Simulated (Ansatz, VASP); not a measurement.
**Nb: VASP beside Ansatz**

```xyz
1
Lattice="-1.7471 1.7471 1.6640 1.7471 -1.7471 1.6640 1.7471 1.7471 -1.6640" Properties=species:S:1:pos:R:3 pbc="T T T"
Nb    0.0000    0.0000    0.0000
```

Change from the starting cell: strain +0.050 along x and y, +0.000 along z, atoms carried along.

Alike in both runs: task single point; functional r2SCAN; k mesh 20 × 20 × 20; occupations gaussian, width 0.15 eV; no spin polarisation.

|  | VASP | Ansatz |
| --- | --- | --- |
| version | VASP 6.6.1 | Ansatz 0.2.0 |
| potentials or method | VASP PAW PBE potentials, release 64 (Nb_sv), cutoff 520 eV | scalar-relativistic, plane waves, PAW |
| valence electrons in the cell | 13 | 13 |

```csv
,VASP,Ansatz,Ansatz less VASP
gap on the k mesh at the Fermi level (eV),none,none,-
pressure (GPa),-16.8,-16.6,+0.17
"traceless stress, the component that is largest in VASP (GPa)",2.13,2.14,+0.004
```

VASP's potentials were made for PBE, not for r2SCAN. A gap of «none» marks a metal or a gap that the smearing closes. With one functional, cell and mesh, what is left measures potentials, basis and numerics.
